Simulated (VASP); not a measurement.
A run of VASP 6.6.1:

Contents of POSCAR:

```
SnO2
1.0
    0.0000000000      2.5336843050      2.5336843050
    2.5336843050      0.0000000000      2.5336843050
    2.5336843050      2.5336843050      0.0000000000
Sn O
1 2
Direct
    0.0000000000      0.0000000000      0.0000000000
    0.2500000000      0.2500000000      0.2500000000
    0.7500000000      0.7500000000      0.7500000000
```

Contents of INCAR.step1:

```
SYSTEM = SnO2
ALGO = Normal ; EDIFF = 1E-5
ENCUT = 1480 ; GGA = PE
GGA_COMPAT = .False. ; ISMEAR = 0
LASPH = .True. ; LCHARG = .False.
LREAL = .False. ; LWAVE = .True.
NBANDS = 20 ; NELM = 120
PREC = Accurate ; SIGMA = 0.02
```

The input INCAR.step2:

```
SYSTEM = SnO2
ALGO = Normal ; EDIFF = 1E-6
ENCUT = 1480 ; GGA_COMPAT = .False.
ISIF = 2 ; ISMEAR = 0
ISTART = 1 ; LASPH = .True.
LCHARG = .False. ; LMIXTAU = .True.
LREAL = .False. ; LWAVE = .False.
METAGGA = R2SCAN ; NBANDS = 20
NELM = 120 ; PREC = Accurate
SIGMA = 0.02
```

Contents of KPOINTS:

```
k-points
0
Gamma
  10 10 10
  0 0 0
```

Potentials or basis: VASP PAW PBE potentials, release 64 (Sn_d, O_h).

The run is started by

```bash
$ cat potpaw_PBE.64/Sn_d/POTCAR potpaw_PBE.64/O_h/POTCAR > POTCAR
$ cp INCAR.step1 INCAR
$ mpirun -np 1 vasp_std > vasp.out
$ cp INCAR.step2 INCAR
$ mpirun -np 1 vasp_std > vasp.out
```

Hardware: 1 thread of Intel(R) Xeon(R) Platinum 8259CL CPU @ 2.50GHz (Skylake/Cascade Lake), with other jobs on the host.

**Question.** Estimate the wall time of this run.

**Answer.** It took 9.1 min on 1 thread of Intel(R) Xeon(R) Platinum 8259CL CPU @ 2.50GHz (Skylake/Cascade Lake) (shared host), peak memory 0.46 GiB. Counts: k points 47.
